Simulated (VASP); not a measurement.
## LaPd2: single point with revPBE

LaPd2:

```
La Pd
1.0
    -2.01639    2.01639    4.49291
     2.01639   -2.01639    4.49291
     2.01639    2.01639   -4.49291
La Pd
1 2
Direct
  0.00000 0.00000 0.00000
  0.25000 0.75000 0.50000
  0.75000 0.25000 0.50000
```

```json
{
 "Program": "VASP 6.6.1",
 "Task": "single point",
 "Functional": "revPBE",
 "Potentials or basis": "VASP PAW PBE potentials, release 64 (La, Pd_sv_GW)",
 "Cutoff": "630 eV",
 "k mesh": "9 × 9 × 9",
 "Occupations": "fermi-dirac, width 0.05 eV",
 "Spin": "no spin polarisation",
 "Dipole correction": "no",
 "Further INCAR settings": "ALGO = Normal; EDIFF = 1e-06; NBANDS = 30"
}
```

```
Pressure               : -0.2 GPa
Band gap on the k mesh : zero (an odd number of electrons rules out a gap without spin polarisation)
```

Levels at points of the mesh, in eV from the Fermi level:
```
           k point  band 20  band 21  band 22  band 23  band 24  band 25  band 26  band 27
(0.00, 0.00, 0.00)    -2.07    -2.07    -1.07    -0.21    -0.20     1.63     1.68     1.68
```

Run time: 18 min on 1 thread of AMD EPYC 7R43 64-Core Processor (Zen 3), with other jobs on the host, peak memory 0.47 GiB.

Caveat: the PAW data sets were made with another functional, which shifts forces and pressure a little; spin-orbit coupling is left out, which moves the levels of the heavy elements.
